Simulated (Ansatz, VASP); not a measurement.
## Two plane-wave programs on Zr

```
CELL_PARAMETERS angstrom
0.00000 2.25500 2.25500
2.25500 0.00000 2.25500
2.25500 2.25500 0.00000
ATOMIC_POSITIONS crystal
Zr 0.00000 0.00000 0.00000
```

Alike in both runs: task single point; functional PBE; k mesh 9 × 9 × 9; occupations gaussian, width 0.1 eV; no spin polarisation.

|  | VASP | Ansatz |
| --- | --- | --- |
| version | VASP 6.6.1 | Ansatz 0.2.0 |
| potentials or method | VASP PAW PBE potentials, release 64 (Zr_sv), cutoff 500 eV | plane waves, PAW |
| valence electrons in the cell | 12 | 12 |

VASP gave:

- pressure (GPa): 1.4

Estimate Ansatz's values.

pressure (GPa): 1.3.

With one functional, cell and mesh, what is left measures potentials, basis and numerics.
